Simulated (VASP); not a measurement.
# Ru (P6_3/mmc) in VASP: a series of runs

Runs on Ru. Level: PBE. Tasks: single point.

All numbers are computed with VASP 6.6.1; they aren't measurements. Logs are shortened: lines on timing, memory, paths and dates and some standing lists are left out, and cuts for length are marked.

## Step 1: The cell of the first run

Symmetry: P6_3/mmc, No. 194, hexagonal system. Conventional cell: a = 2.706 Å, b = 2.706 Å, c = 4.282 Å, α = 90.00°, β = 90.00°, γ = 120.00°. Ru (site symmetry -6m2) has 12 Ru at 2.65 to 2.71 Å within 3.5 Å.

## Step 2: Single point, PBE

Contents of INCAR:

```
PREC = Accurate ; ENCUT = 520
EDIFF = 1E-6 ; ISMEAR = 0
SIGMA = 0.027000000000000003 ; LREAL = False
LASPH = True ; NELM = 80
ALGO = Normal ; ISIF = 2
LWAVE = False ; LCHARG = True
GGA = PE ; LELF = True
LVHAR = True ; NBANDS = 21
```

Contents of KPOINTS:

```
Automatic mesh
0
Gamma
  11 11 6
```

Contents of POSCAR:

```
Ru
1.0
    2.7058000000      0.0000000000      0.0000000000
   -1.3529000000      2.3432915376      0.0000000000
    0.0000000000      0.0000000000      4.2819000000
Ru
2
Direct
    0.6666666667      0.3333333333      0.7500000000
    0.3333333333      0.6666666667      0.2500000000
```

Potentials or basis: VASP PAW PBE potentials, release 64 (Ru_pv).

Run with:

```
$ cat potpaw_PBE.64/Ru_pv/POTCAR > POTCAR
$ mpirun -np 1 vasp_std > vasp.out
```

OUTCAR:

```text
PREC = Accurate
   ENCUT = 520
   EDIFF = 1E-6
   ISMEAR = 0
   LREAL = False
   LASPH = True
   NELM = 80
   ISIF = 2
   GGA = PE

 ion  position               nearest neighbor table
   1  0.667  0.333  0.750-   2 2.65   2 2.65   2 2.65   2 2.65   2 2.65   2 2.65
   2  0.333  0.667  0.250-   1 2.65   1 2.65   1 2.65   1 2.65   1 2.65   1 2.65

  LATTYP: Found a hexagonal cell.
 ALAT       =     2.7058000000
 C/A-ratio  =     1.5824894671

  Lattice vectors:

 A1 = (   2.7058000000,   0.0000000000,   0.0000000000)
 A2 = (  -1.3529000000,   2.3432915376,   0.0000000000)
 A3 = (   0.0000000000,   0.0000000000,   4.2819000000)

Analysis of symmetry for initial positions (statically):
=====================================================================
 Subroutine PRICEL returns:
 Original cell was already a primitive cell.

 Routine SETGRP: Setting up the symmetry group for a
 hexagonal supercell.

 Subroutine GETGRP returns: Found 24 space group operations
 (whereof 12 operations were pure point group operations)
 out of a pool of 24 trial point group operations.

The static configuration has the point symmetry D_3d.
 The point group associated with its full space group is D_6h.

Analysis of symmetry for dynamics (positions and initial velocities):
=====================================================================
 Subroutine PRICEL returns:
 Original cell was already a primitive cell.

 Routine SETGRP: Setting up the symmetry group for a
 hexagonal supercell.

 Subroutine GETGRP returns: Found 24 space group operations
 (whereof 12 operations were pure point group operations)
 out of a pool of 24 trial point group operations.

The dynamic configuration has the point symmetry D_3d.
 The point group associated with its full space group is D_6h.

 Subroutine INISYM returns: Found 24 space group operations
 (whereof 12 operations are pure point group operations),
 and found     1 'primitive' translations

----------------------------------------------------------------------------------------

                                     Primitive cell

  volume of cell :      27.1493

  direct lattice vectors                    reciprocal lattice vectors
     2.705800000  0.000000000  0.000000000     0.369576465  0.213375072  0.000000000
    -1.352900000  2.343291538  0.000000000     0.000000000  0.426750144  0.000000000
     0.000000000  0.000000000  4.281900000     0.000000000  0.000000000  0.233541185

  length of vectors
     2.705800000  2.705800000  4.281900000     0.426750144  0.426750144  0.233541185

  position of ions in fractional coordinates (direct lattice)
     0.666666667  0.333333333  0.750000000
     0.333333333  0.666666667  0.250000000

  ion indices of the primitive-cell ions
   primitive index   ion index
                 1           1
                 2           2

----------------------------------------------------------------------------------------

 KPOINTS: Automatic mesh

Automatic generation of k-mesh.
 Grid dimensions read from file:
 generate k-points for:   11   11    6

 Generating k-lattice:

  Cartesian coordinates                     Fractional coordinates (reciprocal lattice)
     0.033597860  0.019397734  0.000000000     0.090909091  0.000000000  0.000000000
     0.000000000  0.038795468  0.000000000     0.000000000  0.090909091  0.000000000
     0.000000000  0.000000000  0.038923531     0.000000000  0.000000000  0.166666667

  Length of vectors
     0.038795468  0.038795468  0.038923531

  Shift w.r.t. Gamma in fractional coordinates (k-lattice)
     0.000000000  0.000000000  0.000000000

 Subroutine IBZKPT returns following result:
 ===========================================

 Found     64 irreducible k-points:

 Following reciprocal coordinates:
            Coordinates               Weight
  0.000000  0.000000  0.000000      1.000000
  0.090909  0.000000  0.000000      6.000000
  0.181818  0.000000  0.000000      6.000000
  0.272727  0.000000  0.000000      6.000000
  0.363636  0.000000  0.000000      6.000000
  0.454545  0.000000  0.000000      6.000000
[... 16 lines left out ...]
  0.090909  0.090909  0.166667     12.000000
  0.181818  0.090909  0.166667     24.000000
 [... further k-points ...]
   k-points           NKPTS =     64   k-points in BZ     NKDIM =     64   number of bands    NBANDS=     21
   number of dos      NEDOS =    301   number of ions     NIONS =      2
   total plane-waves  NPLWV =  12800
   dimension x,y,z NGX =    20 NGY =   20 NGZ =   32
   dimension x,y,z NGXF=    40 NGYF=   40 NGZF=   64
   ions per type =               2
   NGX,Y,Z   is equivalent  to a cutoff of  12.29, 12.29, 12.42 a.u.
   NGXF,Y,Z  is equivalent  to a cutoff of  24.58, 24.58, 24.85 a.u.
 SYSTEM =  unknown system
   PREC   = accura    normal or accurate (medium, high low for compatibility)
   ISTART =      0    job   : 0-new  1-cont  2-samecut
   ICHARG =      2    charge: 1-file 2-atom 10-const
   ISPIN  =      1    spin polarized calculation?
   LNONCOLLINEAR =      F non collinear calculations
   LSORBIT =      F    spin-orbit coupling
   LASPH  =      T    aspherical Exc in radial PAW
   ENCUT  =  520.0 eV  38.22 Ry    6.18 a.u.   5.03  5.03  7.96*2*pi/ulx,y,z
   NELM   =     80;   NELMIN=  2; NELMDL= -5     # of ELM steps
   EDIFF  = 0.1E-05   stopping-criterion for ELM
   LREAL  =      F    real-space projection
   EDIFFG = 0.1E-04   stopping-criterion for IOM
   NSW    =      0    number of steps for IOM
   IBRION =     -1    ionic relax: 0-MD 1-quasi-New 2-CG
   NFREE  =      0    steps in history (QN), initial steepest desc. (CG)
   ISIF   =      2    stress and relaxation
   ISYM   =      2    0-nonsym 1-usesym 2-fastsym
   POTIM  = 0.5000    time-step for ionic-motion
   TEBEG  =    0.0;   TEEND  =   0.0 temperature during run
   PSTRESS=    0.0 pullay stress
   NELECT =      28.0000    total number of electrons
   NUPDOWN=      -1.0000    fix difference up-down
   EMIN   =  10.00;   EMAX   =-10.00  energy-range for DOS
   EFERMI =   0.00;   METHOD = LEGACY
   ISMEAR =     0;   SIGMA  =   0.03  broadening in eV -4-tet -1-fermi 0-gaus
   EFERMI_NEDOS =   21; number of points for ismear=-14 and -15
   IALGO  =     38    algorithm
   IMIX   =      4    mixing-type and parameters
     AMIX     =   0.40;   BMIX     =  1.00
     AMIX_MAG =   1.60;   BMIX_MAG =  1.00
  volume/ion in A,a.u.               =      13.57        91.61
  Fermi-wavevector in a.u.,A,eV,Ry     =   1.654022  3.125649 37.222674  2.735789
  Thomas-Fermi vector in A             =   2.742361
   LORBIT       =      0    0 simple, 1 ext, 2 COOP (PROOUT), +10 PAW based schemes
   GGA     = PE    functional components
   LHFCALC =     F    Hartree Fock is set to
   AEXX    =    0.0000 exact exchange contribution
   IVDW    =     0    specifies the selected vdW correction
   LEPSILON=     F    determine dielectric tensor
   LRPA    =     F    only Hartree local field effects (RPA)
 non-spin polarized calculation
 Gauss-broadening in eV      SIGMA  =   0.03
  energy-cutoff  :      520.00
  volume of cell :       27.15
 maximum number of plane-waves:       744
 NGX is ok and might be reduce to    20
   NGX =  9   NGY =  9   NGZ = 15

 number of electron      28.0000008 magnetization

 Free energy of the ion-electron system (eV)
  ---------------------------------------------------
  ext. energy  EPLUGINS =         0.00000000
  ---------------------------------------------------
  free energy    TOTEN  =       -18.45108371 eV

  energy without entropy =      -18.44959351  energy(sigma->0) =      -18.45033861

 E-fermi :  12.7873     XC(G=0): -14.1204

 val. band max:       12.7585515937   @ k =   0.2727   0.0000   0.0000
 cond. band min:      12.7941140290   @ k =   0.2727   0.1818   0.1667
 fundamental gap:      0.0355624353
 Fermi energy:        12.7872665526

 k-point     1 :       0.0000    0.0000    0.0000
  band No.  band energies     occupation
      1     -30.8038      2.00000
      2     -29.8695      2.00000
      3     -29.8695      2.00000
      4     -29.6993      2.00000
      5     -29.6993      2.00000
      6     -29.6597      2.00000
[... 13 lines left out ...]
     20      23.2701      0.00000
     21      23.2989      0.00000

 k-point     2 :       0.0909    0.0000    0.0000
  band No.  band energies     occupation
      1     -30.7758      2.00000
      2     -29.9288      2.00000
      3     -29.8895      2.00000
      4     -29.7611      2.00000
      5     -29.7075      2.00000
      6     -29.6728      2.00000
[... 13 lines left out ...]
     20      23.2700      0.00000
     21      23.2918      0.00000

 k-point     3 :       0.1818    0.0000    0.0000
  band No.  band energies     occupation
      1     -30.6961      2.00000
      2     -30.0881      2.00000
      3     -29.9411      2.00000
      4     -29.9231      2.00000
      5     -29.7310      2.00000
      6     -29.7121      2.00000
[... 13 lines left out ...]
     20      23.2700      0.00000
     21      23.2814      0.00000

 k-point     4 :       0.2727    0.0000    0.0000
  band No.  band energies     occupation
      1     -30.5782      2.00000
      2     -30.2968      2.00000
      3     -30.1272      2.00000
      4     -30.0059      2.00000
      5     -29.7771      2.00000
      6     -29.7643      2.00000
[... 13 lines left out ...]
     20      23.2699      0.00000
     21      23.2757      0.00000

 k-point     5 :       0.3636    0.0000    0.0000
  band No.  band energies     occupation
      1     -30.4881      2.00000
      2     -30.4451      2.00000
      3     -30.3074      2.00000
      4     -30.0631      2.00000
      5     -29.8613      2.00000
      6     -29.7963      2.00000
[... 13 lines left out ...]
     20      23.2639      0.00000
     21      23.2699      0.00000
[... 382 lines left out ...]
     20      23.2698      0.00000
     21      23.9465      0.00000

 k-point    22 :       0.4545    0.0000    0.1667
  band No.  band energies     occupation
      1     -30.6587      2.00000
      2     -30.4764      2.00000
      3     -30.2388      2.00000
      4     -30.0779      2.00000
      5     -29.9124      2.00000
      6     -29.8350      2.00000
[... 13 lines left out ...]
     20      23.2690      0.00000
     21      23.4168      0.00000

 k-point    23 :       0.0909    0.0909    0.1667
  band No.  band energies     occupation
      1     -30.6655      2.00000
      2     -30.0052      2.00000
      3     -29.9607      2.00000
      4     -29.8840      2.00000
      5     -29.7461      2.00000
      6     -29.7248      2.00000
[... 13 lines left out ...]
     20      23.2700      0.00000
     21      24.4508      0.00000

 k-point    24 :       0.1818    0.0909    0.1667
  band No.  band energies     occupation
      1     -30.5958      2.00000
      2     -30.1650      2.00000
      3     -30.1168      2.00000
      4     -29.9616      2.00000
      5     -29.7916      2.00000
      6     -29.7594      2.00000
[... 13 lines left out ...]
     20      23.2699      0.00000
     21      24.5733      0.00000

 [... further k-points ...]

------------------------ aborting loop because EDIFF is reached ----------------------------------------

  FORCE on cell =-STRESS in cart. coord.  units (eV):
  Direction    XX          YY          ZZ          XY          YZ          ZX
  --------------------------------------------------------------------------------------
  -------------------------------------------------------------------------------------
  Total        0.7604558      0.7604558      0.7319624     -0.0000000      0.0000000     -0.0000000
  in kB       44.8772305     44.8772305     43.1957299     -0.0000000      0.0000000     -0.0000000
  external PRESSURE =      44.3167303 kB  Pullay stress =       0.0000000 kB

 VOLUME and BASIS-vectors are now :
 -----------------------------------------------------------------------------
  energy-cutoff  :      520.00
  volume of cell :       27.15
      direct lattice vectors                 reciprocal lattice vectors
     2.705800000  0.000000000  0.000000000     0.369576465  0.213375072  0.000000000
    -1.352900000  2.343291538  0.000000000     0.000000000  0.426750144  0.000000000
     0.000000000  0.000000000  4.281900000     0.000000000  0.000000000  0.233541185

 POSITION                                       TOTAL-FORCE (eV/Angst)
 -----------------------------------------------------------------------------------
      1.35290      0.78110      3.21143         0.000000      0.000000      0.000000
     -0.00000      1.56219      1.07048         0.000000     -0.000000      0.000000
 -----------------------------------------------------------------------------------
    total drift:                               -0.000000      0.000000     -0.000000

  FREE ENERGIE OF THE ION-ELECTRON SYSTEM (eV)
  ---------------------------------------------------
  free  energy   TOTEN  =       -18.4510837148 eV

  energy  without entropy=      -18.4495935087  energy(sigma->0) =      -18.45033861
```

Wall time 42 s (1 thread of Intel Xeon 8259CL, shared host); peak memory 0.15 GiB.

What came out:

| Quantity | Value |
| --- | --- |
| Free energy | -18.4511 eV |
| Pressure | 4.4 GPa |
| Band gap on the k mesh | zero (bands 14 and 15 overlap by 3.07 eV) |

Levels at points of the mesh, in eV from the Fermi level:
```
           k point  band 11  band 12  band 13  band 14  band 15  band 16  band 17  band 18
(0.00, 0.00, 0.00)    -2.36    -1.86    -1.86    -1.33    -1.33     1.24     1.24     1.35
(0.00, 0.00, 0.50)    -2.70    -2.70    -2.65    -2.65     0.60     0.60     0.60     0.60
```

Caveat: the cell stands under pressure.

## Step 3: Single point, PBE

Contents of INCAR:

```
SYSTEM = Ru
PREC = Accurate
ENCUT = 520
EDIFF = 1E-6
ISMEAR = 0
SIGMA = 0.013000000000000001
LREAL = .False.
LASPH = .True.
NELM = 80
ALGO = Normal
ISIF = 2
LWAVE = .False.
LCHARG = .False.
GGA = PE
NBANDS = 21
```

Contents of KPOINTS:

```
regular mesh
0
Gamma
  11 11 6
  0 0 0
```

POSCAR is that of step 2.

Potentials or basis: VASP PAW PBE potentials, release 64 (Ru_pv).

Run with:

```
$ cat potpaw_PBE.64/Ru_pv/POTCAR > POTCAR
$ mpirun -np 1 vasp_std > vasp.out
```

It took 40 s on 1 thread of Intel Xeon 8259CL, shared host; peak memory 0.15 GiB.

It converged, with:

```
Free energy            : -18.4503 eV
Pressure               : 4.4 GPa
Band gap on the k mesh : zero (bands 14 and 15 overlap by 3.07 eV)
```

Stress tensor (GPa, compression positive):
```
4.33 0.00 0.00
0.00 4.33 0.00
0.00 0.00 4.48
```

Levels at points of the mesh, in eV from the Fermi level:
```csv
k point,band 11,band 12,band 13,band 14,band 15,band 16,band 17,band 18
"(0.00, 0.00, 0.00)",-2.37,-1.86,-1.86,-1.34,-1.34,1.23,1.23,1.34
"(0.00, 0.00, 0.50)",-2.71,-2.71,-2.66,-2.66,0.60,0.60,0.60,0.60
```

Caveat: the cell stands under pressure.

## Step 4: Single point, PBE

Contents of INCAR:

```
PREC = Accurate
ENCUT = 520
EDIFF = 1E-6
ISMEAR = 0
SIGMA = 0.023
LREAL = F
LASPH = T
NELM = 80
ALGO = Fast
ISIF = 2
LWAVE = F
LCHARG = F
GGA = PE
NBANDS = 21
```

Contents of KPOINTS:

```
regular mesh
0
Gamma
  11 11 6
```

POSCAR is that of step 3.

Run with:

```
$ cat potpaw_PBE.64/Ru_pv/POTCAR > POTCAR
$ mpirun -np 1 vasp_std > vasp.out
```

It took 47 s on 1 thread of Intel Xeon 8259CL, shared host; peak memory 0.15 GiB.

It converged, with:

| Item | Value |
| --- | --- |
| Free energy | -18.4509 eV |
| Pressure | 4.5 GPa |
| Band gap on the k mesh | zero (bands 14 and 15 overlap by 3.07 eV) |

Stress tensor (GPa, compression positive):
```
4.50 0.00 0.00
0.00 4.50 0.00
0.00 0.00 4.38
```

Levels at points of the mesh, in eV from the Fermi level:
| k point | band 10 | band 11 | band 12 | band 13 | band 14 | band 15 | band 16 | band 17 | band 18 | band 19 |
| --- | --- | --- | --- | --- | --- | --- | --- | --- | --- | --- |
| (0.00, 0.00, 0.00) | -2.54 | -2.36 | -1.86 | -1.86 | -1.33 | -1.33 | 1.24 | 1.24 | 1.35 | 10.35 |
| (0.00, 0.00, 0.50) | -2.70 | -2.70 | -2.70 | -2.66 | -2.66 | 0.60 | 0.60 | 0.60 | 0.60 | 10.48 |

Caveat: the cell stands under pressure.

## Step 5: Overview

| smearing | gap on the mesh (eV) | pressure (GPa) |
| --- | --- | --- |
| gaussian 0.027 eV | none | 4.4 |
| gaussian 0.013 eV | none | 4.4 |
| gaussian 0.023 eV | none | 4.5 |

Alike in all rows: task single point; level PBE; potentials or basis VASP PAW PBE potentials, release 64 (Ru_pv); no spin polarisation; cell as given; k mesh 11 × 11 × 6; cutoff (eV) 520.

Caveats: the cell stands under pressure.

Absolute energies hang on the potentials; compare differences alone.

The gap in the log of VASP goes by the Fermi energy; the results here count the filled bands.